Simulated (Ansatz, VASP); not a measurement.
Two plane-wave programs on Zn5BiO

```xyz
7
Lattice="5.3971 0.0000 0.0000 -2.6986 4.6741 0.0000 0.0000 0.0000 5.4199" Properties=species:S:1:pos:R:3 pbc="T T T"
Zn    0.0000    3.1160    5.1073
Zn   -1.4052    3.9273    1.9087
Zn    0.0000    1.4935    1.9087
Zn    1.4052    3.9273    1.9087
Zn    2.6986    1.5580    1.5358
Bi    0.0000    0.0000    4.6503
O     0.0000    3.1160    3.1245
```

Alike in both runs: functional PBE; k mesh 6 × 6 × 6; occupations gaussian, width 0.1 eV; no spin polarisation.

Ansatz relaxed the structure, and its values are those at the end. VASP's run is a single point on that final structure, the one shown.

|  | VASP | Ansatz |
| --- | --- | --- |
| version | VASP 6.6.1 | Ansatz 0.2.0 |
| potentials or method | VASP PAW PBE potentials, release 64 (Zn, Bi_d, O), cutoff 520 eV | scalar-relativistic, plane waves, PAW |
| valence electrons in the cell | 81 | 81 |

|  | VASP | Ansatz | Ansatz less VASP |
| --- | --- | --- | --- |
| gap on the k mesh at the Fermi level (eV) | none | none | - |
| pressure (GPa) | 0.3 | 0.0 | -0.26 |
| rms of the force components (eV/Å) | 0.023 | 0.002 | -0.0211 |

A gap of «none» marks a metal or a gap that the smearing closes.

Spin-orbit coupling is off throughout.
